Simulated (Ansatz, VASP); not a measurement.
## TiCo3: VASP beside Ansatz

File INCAR:

```
PREC     = Accurate       # precision mode
ENCUT    = 520            # plane-wave cutoff, eV
EDIFF    = 1E-6           # SCF threshold, eV
ISMEAR   = 0              # smearing method
SIGMA    = 0.15           # smearing width, eV
LREAL    = False          # projectors in reciprocal space
LASPH    = True           # aspherical terms in the spheres
NELM     = 150            # most SCF steps
ALGO     = Fast           # electronic algorithm
ISIF     = 2              # what is computed and relaxed
LWAVE    = False          # write WAVECAR
LCHARG   = True           # write CHGCAR
ISPIN    = 2              # spin polarisation
MAGMOM   = 0 0.3 0.3 0.3  # initial moments
LORBIT   = 11             # projections on sites
LMAXMIX  = 4              # l up to which the mixer works
GGA      = PS             # functional
LELF     = True           # ELF
LVHAR    = True         
NBANDS   = 32             # bands
```

Contents of KPOINTS:

```
regular mesh
0
Gamma
  14 14 14
```

File POSCAR:

```
TiCo3
1.0
    3.7046629891      0.0000000000      0.0000000000
    0.0000000000      3.7046629891      0.0000000000
    0.0000000000      0.0000000000      3.3518379425
Ti Co
1 3
Direct
    0.0000000000      0.0000000000      0.0000000000
    0.0000000000      0.5000000000      0.5000000000
    0.5000000000      0.0000000000      0.5000000000
    0.5000000000      0.5000000000      0.0000000000
```

Input for Ansatz:

```yaml
crystal:
  lattice:
    - [3.7046629891, 0.0, 0.0]
    - [0.0, 3.7046629891, 0.0]
    - [0.0, 0.0, 3.3518379425]
  atoms:
    - { symbol: Ti, position: [0.0, 0.0, 0.0] }
    - { symbol: Co, position: [0.0, 0.5, 0.5], spin: 0.3 }
    - { symbol: Co, position: [0.5, 0.0, 0.5], spin: 0.3 }
    - { symbol: Co, position: [0.5, 0.5, 0.0], spin: 0.3 }
basis:
  ecutwfc: 420
kpoints:
  mp_grid: { grid: [14, 14, 14] }
hamiltonian:
  xc: pbesol
scf:
  occupations: { method: gaussian, width: 0.15 }
output:
  forces: true
  stress: true
  eigenvalues: true
  populations: true
magnetization:
  spin_polarized: true
```

Change from the starting cell: strain +0.050 along x and y, -0.050 along z, atoms carried along.

Alike in both runs: task single point; functional PBEsol; k mesh 14 × 14 × 14; occupations gaussian, width 0.15 eV; collinear spin.

|  | VASP | Ansatz |
| --- | --- | --- |
| version | VASP 6.6.1 | Ansatz 0.2.0 |
| potentials or method | VASP PAW PBE potentials, release 64 (Ti_sv, Co), cutoff 520 eV | scalar-relativistic, plane waves, PAW |
| valence electrons in the cell | 39 | 63 |

|  | VASP | Ansatz | Ansatz less VASP |
| --- | --- | --- | --- |
| gap on the k mesh at the Fermi level (eV) | none | none | - |
| pressure (GPa) | -5.8 | -5.2 | +0.60 |
| traceless stress, the component that is largest in VASP (GPa) | 4.52 | 4.66 | +0.139 |
| net moment per atom (μB) | 0.65 | 0.65 | +0.001 |
| size of the moment on the site where the two differ most (μB) | 0.36 | 0.32 | -0.041 |

VASP's potentials were made for PBE, not for PBEsol. Site moments also hang on the region over which each program counts them. A gap of «none» marks a metal or a gap that the smearing closes. The functional is the same, so the differences come from potentials, cutoffs and numerics. VASP's potentials hold 39 valence electrons a cell and Ansatz's 63, so a difference there can come from the potentials and not from the codes.
